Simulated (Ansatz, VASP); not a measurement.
# Two plane-wave programs on Rb

```
Rb
1.0
    -2.83590    2.83590    2.83590
     2.83590   -2.83590    2.83590
     2.83590    2.83590   -2.83590
Rb
1
Cartesian
  0.0000 0.0000 0.0000
```

Alike in both runs: task relaxation of cell and atoms; functional PBE; k mesh 10 × 10 × 10; occupations fermi-dirac, width 0.05 eV; no spin polarisation.

```csv
,VASP,Ansatz
version,VASP 6.6.1,Ansatz 0.2.0
potentials or method,"VASP PAW PBE potentials, release 64 (Rb_sv)","PAW with Ansatz's default frozen-core files, scalar-relativistic"
plane-wave cutoff (eV),600,420
valence electrons in the cell,9,9
```

|  | VASP | Ansatz | Ansatz less VASP |
| --- | --- | --- | --- |
| relaxed volume (Å³/atom) | 91.23 | 91.23 | 0.000 |
| relaxed cell length with the largest relative difference (Å) | 4.912 | 4.912 | 0.0000 |

Noted on VASP's run: the relaxation stopped at its first step, so nothing moved.
